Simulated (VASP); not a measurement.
The system is Ba3C.

```xyz
4
Lattice="5.0723 0.0000 0.0000 0.0000 5.0723 0.0000 0.0000 0.0000 5.0723" Properties=species:S:1:pos:R:3 pbc="T T T"
Ba    0.0000    2.5361    2.5361
Ba    2.5361    0.0000    2.5361
Ba    2.5361    2.5361    0.0000
C     0.0000    0.0000    0.0000
```

```yaml
Program: VASP 6.6.1
Task: relaxation of cell and atoms
Functional: PBE
Potentials_or_basis: VASP PAW PBE potentials, release 64 (Ba_sv, C)
Cutoff: 600 eV
k_mesh: 10 × 10 × 10
Occupations: gaussian, width 0.1 eV
Spin: no spin polarisation
```

At the start: pressure 0.8 GPa; volume 32.62 Å³/atom.

Problem. How do energy, volume and symmetry change on relaxing?

Solution. Over 3 steps the energy falls by 3.5 meV/atom and the volume is 34.00 Å³/atom (+4.2 %); space group Pm-3m (No. 221, to 0.1 Å) before and after.

The path:
```tsv
step	energy change (eV)	largest force (eV/Å)	pressure (GPa)	volume (Å³)
1	0.0000	0.0000	0.83	130.50
2	-0.0115	0.0000	0.33	133.71
3	-0.0139	0.0000	0.00	136.02
```

Final structure:
```
CELL_PARAMETERS angstrom
5.14282 0.00000 0.00000
0.00000 5.14282 0.00000
0.00000 0.00000 5.14282
ATOMIC_POSITIONS crystal
Ba 0.00000 0.50000 0.50000
Ba 0.50000 0.00000 0.50000
Ba 0.50000 0.50000 0.00000
C 0.00000 0.00000 0.00000
```
